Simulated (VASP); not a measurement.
Crystal: CdF2.

```xyz
3
Lattice="0.0000 2.6940 2.6940 2.6940 0.0000 2.6940 2.6940 2.6940 0.0000" Properties=species:S:1:pos:R:3 pbc="T T T"
Cd    0.0000    0.0000    0.0000
F     4.0410    4.0410    4.0410
F     1.3470    1.3470    1.3470
```

Base run:

```yaml
Program: VASP 6.6.1
Functional: PBEsol
Potentials_or_basis: VASP PAW PBE potentials, release 64 (Cd, F)
Cutoff: 520 eV
k_mesh: 7 × 7 × 7
Occupations: fermi-dirac, width 0.05 eV
Spin: non-collinear spin, zero start, spin-orbit coupling
Starting_moments: "[[0.0, 0.0, 0.0], [0.0, 0.0, 0.0], [0.0, 0.0, 0.0]] μB"
```

Its results: pressure 0.5 GPa; net moment 0.00 μB per cell.

The run is repeated on the same cell with these changes: functional from PBEsol to LDA; potentials or basis from VASP PAW PBE potentials, release 64 (Cd, F) to VASP PAW LDA potentials, release 64 (Cd, F). What comes out?

Pressure -4.7 GPa; net moment 0.00 μB per cell.

Caveats: the PAW data sets were made with another functional, which shifts forces and pressure a little (at least some runs); the cell stands under tension (at least some runs).
